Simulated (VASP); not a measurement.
A run of VASP 6.6.1:

INCAR

```
ALGO = Normal
EDIFF = 1E-7
ENCUT = 520
GGA = PE
ISIF = 2
ISMEAR = 0
LASPH = T
LCHARG = F
LREAL = F
LWAVE = F
NBANDS = 11
NELM = 60
PREC = Accurate
SIGMA = 0.01
```

KPOINTS

```
k-points
0
Gamma
  8 8 8
```

Contents of POSCAR:

```
BN
1.0
    2.5561910000      0.0000000000      0.0000000000
    1.2780955000      2.2137263429      0.0000000000
    1.2780955000      0.7379087810      2.0871212117
B N
1 1
Direct
    0.0000000000      0.0000000000      0.0000000000
    0.2500000000      0.2500000000      0.2500000000
```

Potentials or basis: VASP PAW PBE potentials, release 64 (B, N).

The run is started by

```console
$ cat potpaw_PBE.64/B/POTCAR potpaw_PBE.64/N/POTCAR > POTCAR
$ mpirun -np 1 vasp_std > vasp.out
```

Hardware: 1 thread of AMD EPYC 9R45 96-Core Processor (Zen 5) (shared host).

Q: Estimate the wall time of this run.

A: Run time: 3.1 s on 1 thread of AMD EPYC 9R45 96-Core Processor (Zen 5), with other jobs on the host, peak memory 0.09 GiB. Counts: scf iterations 13, k points 29.
